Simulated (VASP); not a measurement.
# Si62P (a cell with a defect) in VASP: single point with PBE+D3(BJ)

Aim: the single point of Si62P (a cell with a defect) with PBE+D3(BJ).

All numbers are computed with VASP 6.6.1; they aren't measurements. Logs are shortened: lines on timing, memory, paths and dates and some standing lists are left out, and cuts for length are marked.

### 1 The cell of the first run

The cell holds a defect, 63 atoms: a = 10.860 Å, b = 10.860 Å, c = 10.860 Å, α = 90.00°, β = 90.00°, γ = 90.00°.

### 2 Single point, PBE+D3(BJ), collinear spin

File INCAR:

```
PREC = Accurate
ENCUT = 520
EDIFF = 1E-7
ISMEAR = -1
SIGMA = 0.02
LREAL = Auto
LASPH = T
NELM = 150
ALGO = Normal
ISIF = 2
LWAVE = F
LCHARG = F
ISPIN = 2
MAGMOM = 0 0 0 0 0 0 0 0 0 0 0 0 0 0 0 0 0 0 0 0 0 0 0 0 0 0 0 0 0 0 0 0 0 0 0 0 0 0 0 0 0 0 0 0 0 0 0 0 0 0 0 0 0 0 0 0 0 0 0.16 0 0 0 0
LORBIT = 11
GGA = PE
IVDW = 12
NBANDS = 168
```

File KPOINTS:

```
regular mesh
0
Gamma
  1 1 1
```

File POSCAR:

```
Si62P
1.0
   10.8600000000      0.0000000000      0.0000000000
    0.0000000000     10.8600000000      0.0000000000
    0.0000000000      0.0000000000     10.8600000000
Si P
62 1
Direct
    0.4946341621     -0.0001297422      0.0052630755
    0.6246414365      0.1237039595      0.1259028545
    0.7501282689      0.2506544199     -0.0010933702
    0.8727418969      0.3737670350      0.1280010129
    0.7492699816     -0.0058009208      0.2542720074
    0.8737219153      0.1208568140      0.3769085635
    0.0001890424      0.0006857274      0.0009385820
    0.1248814917      0.1254930939      0.1256800184
    0.2498176796      0.2507595764      0.0004493554
    0.3757228361      0.3776018416      0.1228567219
    0.5008449355      0.5019776243     -0.0041595764
    0.6248837937      0.6245219153      0.1240653775
    0.7500220074      0.7509329650      0.0004600368
    0.8759281768      0.8745512891      0.1254810313
    0.2471100368     -0.0012903315      0.2525709024
    0.3756923573      0.1262810313      0.3706290055
    0.5019837017      0.2530523020      0.2486746777
    0.6249581031      0.3775145488      0.3776662063
    0.7497415285      0.5027086556      0.2524439227
    0.8779616943      0.6289777164      0.3691209945
    0.5000236648      0.0005017495      0.4999300184
    0.6246311234      0.1254847145      0.6258302026
    0.7497997238      0.2491789134      0.4994962247
    0.8733071823      0.3784283610      0.6215317680
    0.7493969613      0.0053379374      0.7566365562
    0.8800084715      0.1302686004      0.8746500000
   -0.0010098527      0.4957525783      0.0012047882
    0.1315710866      0.6231026703      0.1170714549
    0.2595616022      0.7467252302     -0.0095604052
    0.3724367403      0.8721917127      0.1283043278
   -0.0011162063      0.2478176796      0.2525075506
    0.1232734807      0.3757660221      0.3747130755
    0.2512003683      0.4994819521      0.2509422652
    0.3766165746      0.6231616943      0.3791391344
    0.5012802026      0.7465209945      0.2532579190
    0.6248349908      0.8673252302      0.3835570902
   -0.0174244936     -0.0171244936      0.5039320442
    0.1151534070      0.1153542357      0.6218152855
    0.2432385820      0.2420237569      0.4982068140
    0.3689864641      0.3692440147      0.6225515654
    0.4966299263      0.4942726519      0.5036755985
    0.8511851750      0.8588120626      0.6362293738
    0.2481903315      0.0007886740      0.7509286372
    0.3743588398      0.1259894107      0.8755921731
    0.4987110497      0.2504412523      0.7494779006
    0.6253061694      0.3789007366      0.8695560773
    0.7498521179      0.5080614180      0.7428882136
    0.8745328729      0.6249521179      0.8754393186
    0.0058072744      0.7475288214      0.2440738490
    0.1212383978      0.8729732965      0.3772612339
   -0.0021197053      0.5043408840      0.4980930939
    0.1242297422      0.6261273481      0.6252668508
    0.2504550645      0.7503797422      0.5011065378
    0.3752406998      0.8779005525      0.6245683241
    0.0022489871      0.2533836096      0.7470024862
    0.1274931860      0.3776034070      0.8736887661
    0.2533560773      0.5022567219      0.7479259669
    0.3919655617      0.6289924494      0.8578268877
    0.5231439227      0.7614604052      0.7339755064
    0.6251686004      0.8817580110      0.8804361878
   -0.0007489871      0.7495117864      0.7526458564
    0.1262255985      0.8757214549      0.8759268877
    0.6869413444      0.7134932781      0.5893066298
```

Potentials or basis: VASP PAW PBE potentials, release 64 (Si, P).

The run is started by

```
> cat potpaw_PBE.64/Si/POTCAR potpaw_PBE.64/P/POTCAR > POTCAR
> mpirun -np 1 vasp_gam > vasp.out
```

OUTCAR:

```text
PREC = Accurate
   ENCUT = 520
   EDIFF = 1E-7
   ISMEAR = -1
   LREAL = Auto
   LASPH = T
   NELM = 150
   ISIF = 2
   ISPIN = 2
   LORBIT = 11
   GGA = PE
   IVDW = 12
 IVDW          = 12

 ion  position               nearest neighbor table
   1  0.495  1.000  0.005-  30 2.34  60 2.34   2 2.35  44 2.36
   2  0.625  0.124  0.126-   1 2.35  17 2.35   3 2.38   5 2.40
   3  0.750  0.251  0.999-  26 2.35   4 2.35   2 2.38  46 2.40
   4  0.873  0.374  0.128-   3 2.35  27 2.35  19 2.36  31 2.36
   5  0.749  0.994  0.254-   6 2.34  14 2.35  36 2.39   2 2.40
   6  0.874  0.121  0.377-   5 2.34  23 2.35  37 2.35  31 2.36
[... 11 lines left out ...]
  18  0.625  0.378  0.378-  41 2.33  23 2.35  19 2.35  17 2.36
  19  0.750  0.503  0.252-  20 2.33  12 2.35  18 2.35   4 2.36
  20  0.878  0.629  0.369-  19 2.33  49 2.33  51 2.34
  21  0.500  0.001  0.500-  54 2.33  36 2.35  22 2.35  16 2.38
  22  0.625  0.125  0.626-  45 2.35  23 2.35  21 2.35  25 2.36
  23  0.750  0.249  0.499-   6 2.35  24 2.35  18 2.35  22 2.35
  24  0.873  0.378  0.622-  51 2.34  47 2.35  23 2.35  55 2.38
  25  0.749  0.005  0.757-  60 2.33  42 2.34  26 2.34  22 2.36
  26  0.880  0.130  0.875-  55 2.34  25 2.34   3 2.35   7 2.36
[... 12 lines left out ...]
  39  0.243  0.242  0.498-  16 2.36  40 2.37  32 2.37  38 2.37
  40  0.369  0.369  0.623-  41 2.33  57 2.35  45 2.36  39 2.37
  41  0.497  0.494  0.504-  18 2.33  40 2.33  34 2.34
  42  0.851  0.859  0.636-  25 2.34  61 2.36  37 2.43  63 2.44
  43  0.248  0.001  0.751-  62 2.33  44 2.36  54 2.36  38 2.37
  44  0.374  0.126  0.876-   9 2.35  45 2.35  43 2.36   1 2.36
  45  0.499  0.250  0.749-  22 2.35  44 2.35  46 2.35  40 2.36
  46  0.625  0.379  0.870-  11 2.34  45 2.35  47 2.39   3 2.40
  47  0.750  0.508  0.743-  24 2.35  48 2.35  46 2.39  63 2.87
[... 14 lines left out ...]
  62  0.126  0.876  0.876-  43 2.33   7 2.36  61 2.36  29 2.37
  63  0.687  0.713  0.589-  59 2.43  42 2.44  47 2.87  36 2.87

  LATTYP: Found a simple cubic cell.
 ALAT       =    10.8600000000

  Lattice vectors:

 A1 = (  10.8600000000,   0.0000000000,   0.0000000000)
 A2 = (   0.0000000000,  10.8600000000,   0.0000000000)
 A3 = (   0.0000000000,   0.0000000000,  10.8600000000)

Analysis of symmetry for initial positions (statically):
=====================================================================
 Subroutine PRICEL returns:
 Original cell was already a primitive cell.

 Routine SETGRP: Setting up the symmetry group for a
 simple cubic supercell.

 Subroutine GETGRP returns: Found  1 space group operations
 (whereof  1 operations were pure point group operations)
 out of a pool of 48 trial point group operations.

The static configuration has the point symmetry C_1 .

Analysis of symmetry for dynamics (positions and initial velocities):
=====================================================================
 Subroutine PRICEL returns:
 Original cell was already a primitive cell.

 Routine SETGRP: Setting up the symmetry group for a
 simple cubic supercell.

 Subroutine GETGRP returns: Found  1 space group operations
 (whereof  1 operations were pure point group operations)
 out of a pool of 48 trial point group operations.

The dynamic configuration has the point symmetry C_1 .

Analysis of structural, dynamic, and magnetic symmetry:
=====================================================================
 Subroutine PRICEL returns:
 Original cell was already a primitive cell.

 Routine SETGRP: Setting up the symmetry group for a
 simple cubic supercell.

 Subroutine GETGRP returns: Found  1 space group operations
 (whereof  1 operations were pure point group operations)
 out of a pool of 48 trial point group operations.

The overall configuration has the point symmetry C_1 .

 Subroutine INISYM returns: Found  1 space group operations
 (whereof  1 operations are pure point group operations),
 and found     1 'primitive' translations

----------------------------------------------------------------------------------------

                                     Primitive cell

  volume of cell :    1280.8241
[... 184 lines left out ...]
   LASPH  =      T    aspherical Exc in radial PAW
   ENCUT  =  520.0 eV  38.22 Ry    6.18 a.u.  20.19 20.19 20.19*2*pi/ulx,y,z
   NELM   =    150;   NELMIN=  2; NELMDL= -5     # of ELM steps
   EDIFF  = 0.1E-06   stopping-criterion for ELM
   LREAL  =      T    real-space projection
   EDIFFG = 0.1E-05   stopping-criterion for IOM
   NSW    =      0    number of steps for IOM
   IBRION =     -1    ionic relax: 0-MD 1-quasi-New 2-CG
   NFREE  =      0    steps in history (QN), initial steepest desc. (CG)
   ISIF   =      2    stress and relaxation
   ISYM   =      2    0-nonsym 1-usesym 2-fastsym
   POTIM  = 0.5000    time-step for ionic-motion
   TEBEG  =    0.0;   TEEND  =   0.0 temperature during run
   PSTRESS=    0.0 pullay stress
   NELECT =     253.0000    total number of electrons
   NUPDOWN=      -1.0000    fix difference up-down
   EMIN   =  10.00;   EMAX   =-10.00  energy-range for DOS
   EFERMI =   0.00;   METHOD = LEGACY
   ISMEAR =    -1;   SIGMA  =   0.02  broadening in eV -4-tet -1-fermi 0-gaus
   EFERMI_NEDOS =   21; number of points for ismear=-14 and -15
   IALGO  =     38    algorithm
   IMIX   =      4    mixing-type and parameters
     AMIX     =   0.40;   BMIX     =  1.00
     AMIX_MAG =   1.60;   BMIX_MAG =  1.00
  volume/ion in A,a.u.               =      20.33       137.20
  Fermi-wavevector in a.u.,A,eV,Ry     =   0.953422  1.801706 12.367880  0.909014
  Thomas-Fermi vector in A             =   2.082076
   LORBIT       =     11    0 simple, 1 ext, 2 COOP (PROOUT), +10 PAW based schemes
   GGA     = PE    functional components
   LHFCALC =     F    Hartree Fock is set to
   AEXX    =    0.0000 exact exchange contribution
   IVDW    =    12    specifies the selected vdW correction
   LEPSILON=     F    determine dielectric tensor
   LRPA    =     F    only Hartree local field effects (RPA)
 spin polarized calculation
  energy-cutoff  :      520.00
  volume of cell :     1280.82
 maximum number of plane-waves:     17229
 NGX is ok and might be reduce to    84
   NGX = 41   NGY = 41   NGZ = 41

 number of electron     252.9999995 magnetization       0.9866189

 Free energy of the ion-electron system (eV)
  ---------------------------------------------------
  ext. energy  EPLUGINS =         0.00000000
  ---------------------------------------------------
  free energy    TOTEN  =      -331.77284170 eV

  energy without entropy =     -331.77100981  energy(sigma->0) =     -331.77192575

 E-fermi :   6.0428     XC(G=0):  -9.3481

 val. band max:        5.9441507356   @ k =   0.0000   0.0000   0.0000
 cond. band min:       6.1408812688   @ k =   0.0000   0.0000   0.0000
 fundamental gap:      0.1967305332
 Fermi energy:         6.0427864768

 spin component 1

 k-point     1 :       0.0000    0.0000    0.0000
  band No.  band energies     occupation
      1      -6.2433      1.00000
      2      -5.4450      1.00000
      3      -5.1593      1.00000
      4      -5.1421      1.00000
      5      -5.1397      1.00000
      6      -5.0988      1.00000
[... 130 lines left out ...]
    137       6.9013      0.00000
    138       6.9227      0.00000
 Fermi energy:         6.0427864768

 spin component 2

 k-point     1 :       0.0000    0.0000    0.0000
  band No.  band energies     occupation
      1      -6.2299      1.00000
      2      -5.4205      1.00000
      3      -5.1503      1.00000
      4      -5.1313      1.00000
      5      -5.1300      1.00000
      6      -5.0819      1.00000
[... 130 lines left out ...]
    137       6.9121      0.00000
    138       6.9356      0.00000
 [bands above 138 left out]

------------------------ aborting loop because EDIFF is reached ----------------------------------------

 Edisp (eV)  -19.82871

 E6    (eV) :   -11.6222

 E8    (eV) :    -8.2065

  FORCE on cell =-STRESS in cart. coord.  units (eV):
  Direction    XX          YY          ZZ          XY          YZ          ZX
  --------------------------------------------------------------------------------------
  -------------------------------------------------------------------------------------
  Total      -8.80638    -6.53336    -6.43760     0.99170     4.71918    -1.07990
  in kB     -11.01587    -8.17255    -8.05276     1.24051     5.90320    -1.35084
  external pressure =       -9.08 kB  Pullay stress =        0.00 kB

 VOLUME and BASIS-vectors are now :
 -----------------------------------------------------------------------------
  energy-cutoff  :      520.00
  volume of cell :     1280.82
      direct lattice vectors                 reciprocal lattice vectors
    10.860000000  0.000000000  0.000000000     0.092081031  0.000000000  0.000000000
     0.000000000 10.860000000  0.000000000     0.000000000  0.092081031  0.000000000
     0.000000000  0.000000000 10.860000000     0.000000000  0.000000000  0.092081031

 POSITION                                       TOTAL-FORCE (eV/Angst)
 -----------------------------------------------------------------------------------
      5.37173     10.85859      0.05716        -0.002127     -0.001515     -0.001148
      6.78361      1.34343      1.36730         0.003099     -0.002978      0.000023
      8.14639      2.72211     10.84813        -0.003992     -0.001703     -0.003549
      9.47798      4.05911      1.39009         0.001050     -0.001567     -0.001052
      8.13707     10.79700      2.76139        -0.003589      0.002285     -0.004069
      9.48862      1.31251      4.09323         0.000855      0.003327     -0.000853
[... 55 lines left out ...]
      1.37081      9.51034      9.51257         0.001365     -0.000347     -0.001052
      7.46018      7.74854      6.39987         0.009036      0.020755      0.021410
 -----------------------------------------------------------------------------------
    total drift:                               -0.010707      0.015833     -0.003342

  FREE ENERGIE OF THE ION-ELECTRON SYSTEM (eV)
  ---------------------------------------------------
  free  energy   TOTEN  =      -351.6015473504 eV

  energy  without entropy=     -351.5997154566  energy(sigma->0) =     -351.60063140

 total charge

# of ion       s       p       d       tot
------------------------------------------
    1        0.743   0.957   0.000   1.700
    2        0.746   0.935   0.000   1.681
    3        0.746   0.935   0.000   1.681
    4        0.743   0.947   0.000   1.690
    5        0.741   0.938   0.000   1.679
    6        0.739   0.958   0.000   1.697
[... 55 lines left out ...]
   62        0.740   0.953   0.000   1.693
   63        1.138   1.259   0.000   2.398
--------------------------------------------------
tot         47.232  59.662   0.000 106.894

 magnetization (x)

# of ion       s       p       d       tot
------------------------------------------
    1        0.001   0.008   0.000   0.008
    2        0.002   0.002   0.000   0.004
    3        0.002   0.002   0.000   0.004
    4        0.001   0.007   0.000   0.008
    5       -0.000  -0.001   0.000  -0.002
    6        0.000   0.001   0.000   0.001
[... 55 lines left out ...]
   62       -0.000   0.001   0.000   0.001
   63       -0.006   0.020   0.000   0.015
--------------------------------------------------
tot          0.050   0.301   0.000   0.350
```

Run time: 25 min. Hardware: 1 thread of Intel Xeon 8259CL, shared host; peak memory 1.5 GiB.

What came out:

| Property | Result |
| --- | --- |
| Free energy | -351.6015 eV |
| Pressure | -0.9 GPa |
| Largest force | 0.031 eV/Å |
| Net moment | 0.99 μB per cell |
| Site moments | Si +0.01, +0.00, -0.00, +0.09, -0.02 (each value once); P +0.01 μB |
| Valence electrons inside the program's atomic spheres | Si 1.70, 1.68, 1.69, 1.66, 1.71, 1.62, 1.63 (each value once); P 2.40 |
| Dispersion energy per atom | -0.315 eV |

Forces on the atoms (eV/Å):
```
Si  -0.002 -0.002 -0.001
Si   0.003 -0.003  0.000
Si  -0.004 -0.002 -0.004
Si   0.001 -0.002 -0.001
Si  -0.004  0.002 -0.004
Si   0.001  0.003 -0.001
Si   0.001 -0.002  0.002
Si   0.002  0.000 -0.002
Si  -0.005  0.002  0.003
Si   0.002 -0.003 -0.001
Si   0.000  0.000 -0.002
Si  -0.002 -0.003  0.001
Si   0.002  0.002 -0.001
Si   0.003 -0.002  0.000
Si  -0.003 -0.001  0.003
Si   0.002 -0.001  0.002
Si   0.000  0.004  0.001
Si   0.002 -0.002 -0.004
Si  -0.002  0.005  0.002
Si  -0.001 -0.012 -0.004
Si   0.004  0.003 -0.001
Si  -0.003  0.000  0.002
Si   0.001 -0.002 -0.001
Si   0.007 -0.006 -0.001
Si  -0.003  0.002 -0.002
Si  -0.001 -0.003  0.001
Si  -0.003 -0.003  0.002
Si  -0.001  0.000  0.000
Si  -0.006  0.004  0.002
Si  -0.001 -0.003  0.001
Si  -0.001 -0.001  0.003
Si   0.002  0.001 -0.005
Si  -0.001 -0.001 -0.001
Si   0.002  0.004  0.003
Si   0.002  0.001  0.004
Si  -0.008  0.012 -0.020
Si   0.000 -0.001  0.002
Si  -0.001  0.001  0.000
Si  -0.001  0.004  0.000
Si  -0.003 -0.004  0.007
Si  -0.005 -0.005 -0.006
Si  -0.003 -0.012  0.000
Si   0.004  0.001  0.000
Si   0.000  0.000  0.002
Si   0.001 -0.001  0.003
Si  -0.003 -0.001  0.000
Si   0.004  0.002  0.003
Si   0.006  0.000  0.005
Si   0.000  0.008 -0.002
Si   0.005 -0.002 -0.003
Si  -0.002  0.003  0.003
Si  -0.003  0.001  0.001
Si   0.000  0.000 -0.002
Si   0.001 -0.005 -0.002
Si  -0.001  0.002  0.000
Si   0.001 -0.002  0.000
Si   0.000  0.002  0.000
Si   0.001 -0.002  0.002
Si   0.003 -0.002 -0.010
Si   0.002 -0.001 -0.001
Si  -0.001 -0.001  0.002
Si   0.001  0.000 -0.001
P    0.009  0.021  0.021
```

Stress tensor (GPa, compression positive):
```
-1.10  0.12 -0.14
 0.12 -0.82  0.59
-0.14  0.59 -0.81
```

Levels at points of the mesh, in eV from the Fermi level:
Spin up:
```
           k point  band 123  band 124  band 125  band 126  band 127  band 128  band 129  band 130  band 131  band 132
(0.00, 0.00, 0.00)     -0.84     -0.78     -0.74     -0.24     -0.10      0.17      0.25      0.41      0.42      0.48
```
Spin down:
| k point | band 123 | band 124 | band 125 | band 126 | band 127 | band 128 | band 129 | band 130 |
| --- | --- | --- | --- | --- | --- | --- | --- | --- |
| (0.00, 0.00, 0.00) | -0.76 | -0.74 | -0.70 | -0.16 | 0.10 | 0.22 | 0.25 | 0.43 |

Caveat: the k points lie up to 0.58 Å⁻¹ apart.
